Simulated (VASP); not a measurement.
HfN: relaxation of cell and atoms with PBE

Crystal: HfN.

```
Hf N
1.0
     0.00000    2.25900    2.25900
     2.25900    0.00000    2.25900
     2.25900    2.25900    0.00000
Hf N
1 1
Direct
  0.50000 0.50000 0.50000
  0.00000 0.00000 0.00000
```

- Program: VASP 6.6.1
- Task: relaxation of cell and atoms
- Functional: PBE
- Potentials or basis: VASP PAW PBE potentials, release 64 (Hf_pv, N)
- Cutoff: 600 eV
- k mesh: 16 × 16 × 16
- Occupations: gaussian, width 0.1 eV
- Spin: no spin polarisation
- Dipole correction: no
- Further INCAR settings: ALGO = Normal; EDIFF = 1e-06; IBRION = 2; EDIFFG = -0.005; NSW = 100; ISIF = 3

```json
{
 "Relaxed volume": "11.65 Å³/atom",
 "Relaxed cell": "a = 3.206 Å, b = 3.206 Å, c = 3.206 Å, α = 60.00°, β = 60.00°, γ = 60.00°",
 "Space group after relaxing (to 0.05 Å)": "Fm-3m (No. 225)",
 "Energy gained by relaxing": "1.1 meV/atom",
 "Ionic steps": "3",
 "Pressure after relaxing": "0.0 GPa"
}
```

The path:
```csv
step,energy change (eV),largest force (eV/Å),pressure (GPa),volume (Å³)
1,0.0000,0.0000,2.91,23.06
2,0.0053,0.0000,-5.08,23.76
3,-0.0022,0.0000,-0.02,23.30
```

Final structure:
```
CELL_PARAMETERS angstrom
0.00000 2.26697 2.26697
2.26697 0.00000 2.26697
2.26697 2.26697 0.00000
ATOMIC_POSITIONS crystal
Hf 0.50000 0.50000 0.50000
N 0.00000 0.00000 0.00000
```

Levels at points of the mesh, in eV from the Fermi level:
```
           k point  band 4  band 5  band 6  band 7  band 8  band 9  band 10  band 11
(0.00, 0.00, 0.00)  -17.45   -3.02   -3.02   -3.02   -0.34   -0.34    -0.34     1.70
(0.50, 0.00, 0.00)  -14.79   -8.83   -6.13   -6.13    3.23    3.65     3.65     4.37
(0.50, 0.50, 0.00)  -16.36   -5.42   -3.76   -3.69   -3.69    4.04     5.44     5.47
```

It took 40 s on 1 thread of Intel(R) Xeon(R) 6975P-C (Granite Rapids), on a shared host, peak memory 0.2 GiB.

Caveat: spin-orbit coupling is left out, which moves the levels of the heavy elements.
